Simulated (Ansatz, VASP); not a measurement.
# BiTe: VASP beside Ansatz

```
Bi Te
1.0
     2.42271    1.39875    3.31729
    -2.42271    1.39875    3.31729
     0.00000   -2.79750    3.31729
Bi Te
1 1
Direct
  0.50000 0.50000 0.50000
  0.00000 0.00000 0.00000
```

Alike in both runs: task relaxation of cell and atoms; functional PBEsol; k mesh 7 × 7 × 7; occupations fermi-dirac, width 0.05 eV; no spin polarisation.

|  | VASP | Ansatz |
| --- | --- | --- |
| version | VASP 6.6.1 | Ansatz 0.2.0 |
| potentials or method | VASP PAW PBE potentials, release 64 (Bi_d, Te) | Ansatz PAW |
| plane-wave cutoff (eV) | 600 | 420 |
| valence electrons in the cell | 21 | 31 |

|  | VASP | Ansatz | Ansatz less VASP |
| --- | --- | --- | --- |
| gap on the k mesh at the Fermi level, each at its own relaxed structure (eV) | none | none | - |
| relaxed volume (Å³/atom) | 31.95 | 31.96 | +0.004 |
| relaxed cell length with the largest relative difference (Å) | 4.226 | 4.229 | +0.0032 |

VASP's potentials were made for PBE, not for PBEsol. A gap of «none» marks a metal or a gap that the smearing closes. VASP's potentials hold 21 valence electrons a cell and Ansatz's 31, so a difference there can come from the potentials and not from the codes.

Spin-orbit coupling is off throughout. Noted on Ansatz's run: the plane-wave basis is chosen anew once the cell has moved, so the energies of steps on either side of that aren't comparable.
